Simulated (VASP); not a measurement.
# Ag (Fm-3m) in VASP: notebook

Ag is run at these levels: r2SCAN; tasks: relaxation of cell and atoms.

All numbers are computed with VASP 6.6.1; they aren't measurements. Logs are shortened: lines on timing, memory, paths and dates and some standing lists are left out, and cuts for length are marked.

### Step 1. The cell of the first run

The structure is cubic, space group Fm-3m (No. 225). Conventional cell: a = 4.104 Å, b = 4.104 Å, c = 4.104 Å, α = 90.00°, β = 90.00°, γ = 90.00°. Ag (site symmetry m-3m) has 12 Ag at 2.90 Å within 3.8 Å.

### Step 2. Relaxation of cell and atoms, r2SCAN

Input file POSCAR:

```
Ag
1.0
    0.0000000000      2.0521634861      2.0521634861
    2.0521634861      0.0000000000      2.0521634861
    2.0521634861      2.0521634861      0.0000000000
Ag
1
Direct
    0.0000000000      0.0000000000      0.0000000000
```

Input file INCAR.step1:

```
SYSTEM = Ag
ALGO = Normal
EDIFF = 1E-4
ENCUT = 600
GGA = PE
ISMEAR = -1
LASPH = .TRUE.
LCHARG = .FALSE.
LREAL = .FALSE.
LWAVE = .TRUE.
NELM = 60
PREC = Accurate
SIGMA = 0.15
```

Input file INCAR.step2:

```
SYSTEM = Ag
ALGO = Normal
EDIFF = 1E-6
EDIFFG = -0.001
ENCUT = 600
IBRION = 2
ISIF = 3
ISMEAR = -1
ISTART = 1
LASPH = .TRUE.
LCHARG = .FALSE.
LMIXTAU = .TRUE.
LREAL = .FALSE.
LWAVE = .FALSE.
METAGGA = R2SCAN
NELM = 60
NSW = 80
PREC = Accurate
SIGMA = 0.15
```

Input file KPOINTS:

```
k-points
0
G
  18 18 18
  0 0 0
```

Potentials or basis: VASP PAW PBE potentials, release 64 (Ag).

Run with:

```sh
$ cat potpaw_PBE.64/Ag/POTCAR > POTCAR
$ cp INCAR.step1 INCAR
$ mpirun -np 1 vasp_std > vasp.out
$ cp INCAR.step2 INCAR
$ mpirun -np 1 vasp_std > vasp.out
```

OUTCAR:

```text
SYSTEM = Ag
   EDIFF = 1E-6
   EDIFFG = -0.001
   ENCUT = 600
   IBRION = 2
   ISIF = 3
   ISMEAR = -1
   ISTART = 1
   LASPH = .TRUE.
   LREAL = .FALSE.
   METAGGA = R2SCAN
   NELM = 60
   NSW = 80
   PREC = Accurate

 ion  position               nearest neighbor table
   1  0.000  0.000  0.000-

  LATTYP: Found a face centered cubic cell.
 ALAT       =     4.1043269722

  Lattice vectors:

 A1 = (   0.0000000000,   2.0521634861,   2.0521634861)
 A2 = (   2.0521634861,   0.0000000000,   2.0521634861)
 A3 = (   2.0521634861,   2.0521634861,   0.0000000000)

Analysis of symmetry for initial positions (statically):
=====================================================================
 Subroutine PRICEL returns:
 Original cell was already a primitive cell.

 Routine SETGRP: Setting up the symmetry group for a
 face centered cubic supercell.

 Subroutine GETGRP returns: Found 48 space group operations
 (whereof 48 operations were pure point group operations)
 out of a pool of 48 trial point group operations.

The static configuration has the point symmetry O_h .

Analysis of symmetry for dynamics (positions and initial velocities):
=====================================================================
 Subroutine PRICEL returns:
 Original cell was already a primitive cell.

 Routine SETGRP: Setting up the symmetry group for a
 face centered cubic supercell.

 Subroutine GETGRP returns: Found 48 space group operations
 (whereof 48 operations were pure point group operations)
 out of a pool of 48 trial point group operations.

The dynamic configuration has the point symmetry O_h .

 Subroutine INISYM returns: Found 48 space group operations
 (whereof 48 operations are pure point group operations),
 and found     1 'primitive' translations

----------------------------------------------------------------------------------------

                                     Primitive cell

  volume of cell :      17.2849

  direct lattice vectors                    reciprocal lattice vectors
     0.000000000  2.052163486  2.052163486    -0.243645306  0.243645306  0.243645306
     2.052163486  0.000000000  2.052163486     0.243645306 -0.243645306  0.243645306
     2.052163486  2.052163486  0.000000000     0.243645306  0.243645306 -0.243645306

  length of vectors
     2.902197434  2.902197434  2.902197434     0.422006049  0.422006049  0.422006049

  position of ions in fractional coordinates (direct lattice)
     0.000000000  0.000000000  0.000000000

  ion indices of the primitive-cell ions
   primitive index   ion index
                 1           1

----------------------------------------------------------------------------------------

 KPOINTS: k-points

Automatic generation of k-mesh.
 Grid dimensions read from file:
 generate k-points for:   18   18   18

 Generating k-lattice:

  Cartesian coordinates                     Fractional coordinates (reciprocal lattice)
    -0.013535850  0.013535850  0.013535850     0.055555556  0.000000000  0.000000000
     0.013535850 -0.013535850  0.013535850     0.000000000  0.055555556  0.000000000
     0.013535850  0.013535850 -0.013535850     0.000000000  0.000000000  0.055555556

  Length of vectors
     0.023444780  0.023444780  0.023444780

  Shift w.r.t. Gamma in fractional coordinates (k-lattice)
     0.000000000  0.000000000  0.000000000

 Subroutine IBZKPT returns following result:
 ===========================================

 Found    195 irreducible k-points:

 Following reciprocal coordinates:
            Coordinates               Weight
  0.000000  0.000000  0.000000      1.000000
  0.055556  0.000000  0.000000      8.000000
  0.111111  0.000000  0.000000      8.000000
  0.166667  0.000000  0.000000      8.000000
  0.222222  0.000000  0.000000      8.000000
  0.277778  0.000000  0.000000      8.000000
[... 16 lines left out ...]
 -0.277778  0.055556  0.000000     24.000000
 -0.222222  0.055556  0.000000     24.000000
 [... further k-points ...]
   k-points           NKPTS =    195   k-points in BZ     NKDIM =    195   number of bands    NBANDS=      9
   number of dos      NEDOS =    301   number of ions     NIONS =      1
   total plane-waves  NPLWV =  13824
   dimension x,y,z NGX =    24 NGY =   24 NGZ =   24
   dimension x,y,z NGXF=    48 NGYF=   48 NGZF=   48
   ions per type =               1
   NGX,Y,Z   is equivalent  to a cutoff of  13.75, 13.75, 13.75 a.u.
   NGXF,Y,Z  is equivalent  to a cutoff of  27.50, 27.50, 27.50 a.u.
 SYSTEM =  Ag
   PREC   = accura    normal or accurate (medium, high low for compatibility)
   ISTART =      1    job   : 0-new  1-cont  2-samecut
   ICHARG =      0    charge: 1-file 2-atom 10-const
   ISPIN  =      1    spin polarized calculation?
   LNONCOLLINEAR =      F non collinear calculations
   LSORBIT =      F    spin-orbit coupling
   LASPH  =      T    aspherical Exc in radial PAW
   ENCUT  =  600.0 eV  44.10 Ry    6.64 a.u.   5.80  5.80  5.80*2*pi/ulx,y,z
   NELM   =     60;   NELMIN=  2; NELMDL=  0     # of ELM steps
   EDIFF  = 0.1E-05   stopping-criterion for ELM
   LREAL  =      F    real-space projection
   EDIFFG = -.1E-02   stopping-criterion for IOM
   NSW    =     80    number of steps for IOM
   IBRION =      2    ionic relax: 0-MD 1-quasi-New 2-CG
   NFREE  =      1    steps in history (QN), initial steepest desc. (CG)
   ISIF   =      3    stress and relaxation
   ISYM   =      2    0-nonsym 1-usesym 2-fastsym
   POTIM  = 0.5000    time-step for ionic-motion
   TEBEG  =    0.0;   TEEND  =   0.0 temperature during run
   PSTRESS=    0.0 pullay stress
   NELECT =      11.0000    total number of electrons
   NUPDOWN=      -1.0000    fix difference up-down
   EMIN   =  10.00;   EMAX   =-10.00  energy-range for DOS
   EFERMI =   0.00;   METHOD = LEGACY
   ISMEAR =    -1;   SIGMA  =   0.15  broadening in eV -4-tet -1-fermi 0-gaus
   EFERMI_NEDOS =   21; number of points for ismear=-14 and -15
   IALGO  =     38    algorithm
   IMIX   =      4    mixing-type and parameters
     AMIX     =   0.40;   BMIX     =  1.00
     AMIX_MAG =   1.60;   BMIX_MAG =  1.00
  volume/ion in A,a.u.               =      17.28       116.64
  Fermi-wavevector in a.u.,A,eV,Ry     =   1.408155  2.661027 26.978996  1.982900
  Thomas-Fermi vector in A             =   2.530341
   LORBIT       =      0    0 simple, 1 ext, 2 COOP (PROOUT), +10 PAW based schemes
   METAGGA = R2SCAN    functional components
   LHFCALC =     F    Hartree Fock is set to
   AEXX    =    0.0000 exact exchange contribution
   IVDW    =     0    specifies the selected vdW correction
   LEPSILON=     F    determine dielectric tensor
   LRPA    =     F    only Hartree local field effects (RPA)
 conjugate gradient relaxation of ions
 non-spin polarized calculation
  energy-cutoff  :      600.00
  volume of cell :       17.28
 maximum number of plane-waves:       589
   NGX = 11   NGY = 11   NGZ = 11

--------------------------------------- Ionic step        1  -------------------------------------------

 number of electron      10.9999999 magnetization

 Free energy of the ion-electron system (eV)
  ---------------------------------------------------
  ext. energy  EPLUGINS =         0.00000000
  ---------------------------------------------------
  free energy    TOTEN  =       -21.36782350 eV

  energy without entropy =      -21.35069373  energy(sigma->0) =      -21.35925862

------------------------ aborting loop because EDIFF is reached ----------------------------------------

  FORCE on cell =-STRESS in cart. coord.  units (eV):
  Direction    XX          YY          ZZ          XY          YZ          ZX
  --------------------------------------------------------------------------------------
  -------------------------------------------------------------------------------------
  Total        0.0204487      0.0204487      0.0204487      0.0000000      0.0000000     -0.0000000
  in kB        1.8954408      1.8954408      1.8954408      0.0000000      0.0000000     -0.0000000
  external PRESSURE =       1.8954408 kB  Pullay stress =       0.0000000 kB
[... 90 lines left out ...]
  energy  without entropy=      -21.3506887226  energy(sigma->0) =      -21.35926398

--------------------------------------- Ionic step        4  -------------------------------------------

 number of electron      10.9999999 magnetization

 Free energy of the ion-electron system (eV)
  ---------------------------------------------------
  ext. energy  EPLUGINS =         0.00000000
  ---------------------------------------------------
  free energy    TOTEN  =       -21.36783916 eV

  energy without entropy =      -21.35068705  energy(sigma->0) =      -21.35926311

 E-fermi :   8.2330     XC(G=0): -12.8598

 val. band max:        8.1541308502   @ k =   0.5000   0.1667   0.0556
 cond. band min:       8.3070604651   @ k =   0.5000   0.3333   0.1111
 fundamental gap:      0.1529296149
 Fermi energy:         8.2329910762

 k-point     1 :       0.0000    0.0000    0.0000
  band No.  band energies     occupation
      1       0.3782      2.00000
      2       3.1355      2.00000
      3       3.1355      2.00000
      4       3.1355      2.00000
      5       4.1515      2.00000
      6       4.1515      2.00000
      7      24.8339      0.00000
      8      28.4652      0.00000
      9      28.4652      0.00000
[... 265 lines left out ...]
 k-point    24 :      -0.2222    0.0556    0.0000
  band No.  band energies     occupation
      1       1.7442      2.00000
      2       3.1952      2.00000
      3       3.3767      2.00000
      4       3.4295      2.00000
      5       4.1098      2.00000
      6       4.4889      2.00000
      7      20.0863      0.00000
      8      24.9869      0.00000
      9      27.4093      0.00000

 [... further k-points ...]
[... 5 lines left out ...]
  --------------------------------------------------------------------------------------
  -------------------------------------------------------------------------------------
  Total        0.0008793      0.0008793      0.0008793      0.0000000     -0.0000000     -0.0000000
  in kB        0.0813518      0.0813518      0.0813518      0.0000000     -0.0000000     -0.0000000
  external PRESSURE =       0.0813518 kB  Pullay stress =       0.0000000 kB
[... 16 lines left out ...]
  FREE ENERGIE OF THE ION-ELECTRON SYSTEM (eV)
  ---------------------------------------------------
  free  energy   TOTEN  =       -21.3678391598 eV

  energy  without entropy=      -21.3506870523  energy(sigma->0) =      -21.35926311

 reached required accuracy - stopping structural energy minimisation
```

Wall time 3.3 min (1 thread of Intel Xeon 8259CL, shared host); peak memory 0.18 GiB.

Results:

| Item | Value |
| --- | --- |
| Free energy | -21.3678 eV |
| Relaxed volume | 17.32 Å³/atom |
| Relaxed cell | a = 2.904 Å, b = 2.904 Å, c = 2.904 Å, α = 60.00°, β = 60.00°, γ = 60.00° |
| Space group after relaxing (to 0.1 Å) | Fm-3m (No. 225) |
| Energy gained by relaxing | 0.0 meV/atom |
| Ionic steps | 4 |
| Pressure after relaxing | 0.0 GPa |
| Band gap on the k mesh | zero (an odd number of electrons rules out a gap without spin polarisation) |

Final structure:
```
Ag
1.0
     0.00000    2.05345    2.05345
     2.05345    0.00000    2.05345
     2.05345    2.05345    0.00000
Ag
1
Direct
  0.00000 0.00000 0.00000
```

Levels at points of the mesh, in eV from the Fermi level:
```csv
k point,band 2,band 3,band 4,band 5,band 6,band 7,band 8,band 9
"(0.00, 0.00, 0.00)",-5.10,-5.10,-5.10,-4.08,-4.08,16.60,20.23,20.23
"(0.50, 0.00, 0.00)",-5.12,-5.12,-3.29,-3.29,-0.30,3.61,15.84,18.43
"(0.50, 0.50, 0.00)",-6.59,-3.32,-3.08,-3.08,1.73,6.84,11.04,11.04
```

Caveat: the PAW data sets were made with another functional, which shifts forces and pressure a little.

### Step 3. Relaxation of cell and atoms, r2SCAN

This run uses another cell than the first one, of 17.68 Å³/atom.

Input file POSCAR:

```
Ag
1.0
    0.0000000000      2.0675000000      2.0675000000
    2.0675000000      0.0000000000      2.0675000000
    2.0675000000      2.0675000000      0.0000000000
Ag
1
Direct
    0.0000000000      0.0000000000      0.0000000000
```

Input file INCAR.step1:

```
PREC = Accurate
ENCUT = 600
ISMEAR = 0
SIGMA = 0.1
LREAL = False
LASPH = True
NELM = 100
GGA = PE
ALGO = Normal
EDIFF = 1E-4
LWAVE = True
LCHARG = False
```

Input file INCAR.step2:

```
PREC = Accurate
ENCUT = 600
EDIFF = 1E-7
ISMEAR = 0
SIGMA = 0.1
LREAL = False
LASPH = True
NELM = 100
ALGO = Normal
ISIF = 3
LWAVE = False
LCHARG = False
METAGGA = R2SCAN
LMIXTAU = True
IBRION = 2
NSW = 100
EDIFFG = -0.002
ISTART = 1
```

Input file KPOINTS:

```
Automatic mesh
0
Gamma
  18 18 18
```

Potentials or basis: VASP PAW PBE potentials, release 64 (Ag).

Run with:

```sh
$ cat potpaw_PBE.64/Ag/POTCAR > POTCAR
$ cp INCAR.step1 INCAR
$ mpirun -np 1 vasp_std > vasp.out
$ cp INCAR.step2 INCAR
$ mpirun -np 1 vasp_std > vasp.out
```

Wall time 3.7 min (1 thread of Intel Xeon 8259CL, shared host); peak memory 0.19 GiB.

The run converged. Its results:

| Property | Result |
| --- | --- |
| Free energy | -21.3605 eV |
| Relaxed volume | 17.30 Å³/atom |
| Relaxed cell | a = 2.903 Å, b = 2.903 Å, c = 2.903 Å, α = 60.00°, β = 60.00°, γ = 60.00° |
| Space group after relaxing (to 0.1 Å) | Fm-3m (No. 225) |
| Energy gained by relaxing | 2.5 meV/atom |
| Ionic steps | 3 |
| Pressure after relaxing | 0.0 GPa |
| Band gap on the k mesh | zero (an odd number of electrons rules out a gap without spin polarisation) |

Step by step:
| step | energy change (eV) | largest force (eV/Å) | pressure (GPa) | volume (Å³) |
| --- | --- | --- | --- | --- |
| 1 | 0.0000 | 0.0000 | -2.10 | 17.68 |
| 2 | -0.0016 | 0.0000 | 1.36 | 17.09 |
| 3 | -0.0025 | 0.0000 | 0.01 | 17.30 |

Final structure:
```yaml
crystal:
  lattice:
    - [0.00000, 2.05281, 2.05281]
    - [2.05281, 0.00000, 2.05281]
    - [2.05281, 2.05281, 0.00000]
  atoms:
    - { symbol: Ag, position: [0.00000, 0.00000, 0.00000] }
```

Levels at points of the mesh, in eV from the Fermi level:
| k point | band 4 | band 5 | band 6 | band 7 | band 8 | band 9 |
| --- | --- | --- | --- | --- | --- | --- |
| (0.00, 0.00, 0.00) | -5.05 | -4.04 | -4.04 | 16.65 | 20.29 | 20.29 |
| (0.50, 0.00, 0.00) | -3.24 | -3.24 | -0.26 | 3.66 | 15.89 | 18.49 |
| (0.50, 0.50, 0.00) | -3.03 | -3.03 | 1.78 | 6.89 | 11.09 | 11.09 |

Caveat: the PAW data sets were made with another functional, which shifts forces and pressure a little.

The gap in the log of VASP goes by the Fermi energy; the results here count the filled bands.